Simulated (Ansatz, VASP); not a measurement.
## Ge: VASP beside Ansatz

The input POSCAR:

```
Ge
1.0
    1.3971490000     -2.6005160000      0.0000000000
    1.3971490000      2.6005160000      0.0000000000
    0.0000000000      0.0000000000      2.6982310000
Ge
1
Direct
    0.5000000000      0.5000000000      0.0000000000
```

The input INCAR.step1:

```
ALGO = Normal
EDIFF = 1E-5
ENCUT = 520
GGA = PE
GGA_COMPAT = False
ISIF = 2
ISMEAR = -1
LASPH = True
LCHARG = False
LNONCOLLINEAR = True
LORBIT = 11
LORBMOM = True
LREAL = False
LSORBIT = True
LWAVE = True
MAGMOM = 0 0 0
NBANDS = 25
NELM = 150
PREC = Accurate
SIGMA = 0.05
```

The input INCAR.step2:

```
AEXX = 0.25
ALGO = Normal
EDIFF = 1E-6
ENCUT = 520
GGA = PE
GGA_COMPAT = False
ISIF = 2
ISMEAR = -1
ISTART = 1
LASPH = True
LCHARG = False
LHFCALC = True
LNONCOLLINEAR = True
LORBIT = 11
LORBMOM = True
LREAL = False
LSORBIT = True
LWAVE = False
MAGMOM = 0 0 0
NBANDS = 25
NELM = 150
PREC = Accurate
PRECFOCK = Normal
SIGMA = 0.05
```

KPOINTS

```
k-points
0
Gamma
  5 5 4
```

Contents of input:

```
crystal:
  lattice:
    - [1.397149, -2.600516, 0.0]
    - [1.397149, 2.600516, 0.0]
    - [0.0, 0.0, 2.698231]
  atoms:
    - { symbol: Ge, position: [0.5, 0.5, 0.0] }
hamiltonian:
  xc: pbe0
  pseudopotentials: { kind: paw_fr }
magnetization:
  noncollinear: true
  spin_orbit: true
kpoints:
  mp_grid: { grid: [5, 5, 4] }
scf:
  occupations: { method: fermi_dirac, width: 0.05 }
output:
  forces: true
  stress: true
  eigenvalues: true
  write_density: true
  write_potential: true
  elf: true
  volumetric_format: npy
```

Alike in both runs: task single point; functional PBE0; k mesh 5 × 5 × 4; occupations fermi-dirac, width 0.05 eV; non-collinear spin, spin-orbit coupling.

```csv
,VASP,Ansatz
version,VASP 6.6.1,Ansatz 0.2.0
potentials or method,"VASP PAW PBE potentials, release 64 (Ge_d)",Ansatz PAW
plane-wave cutoff (eV),520,420
valence electrons in the cell,14,14
```

Ansatz gave:

```
pressure (GPa)                                                : 0.4
traceless stress, the component that is largest in VASP (GPa) : -13.13
```

Q: Estimate VASP's values.

A: Pressure (GPa): 0.3; traceless stress, the component that is largest in VASP (GPa): -12.69.

The k mesh is coarse, so the values compare programs but aren't converged.
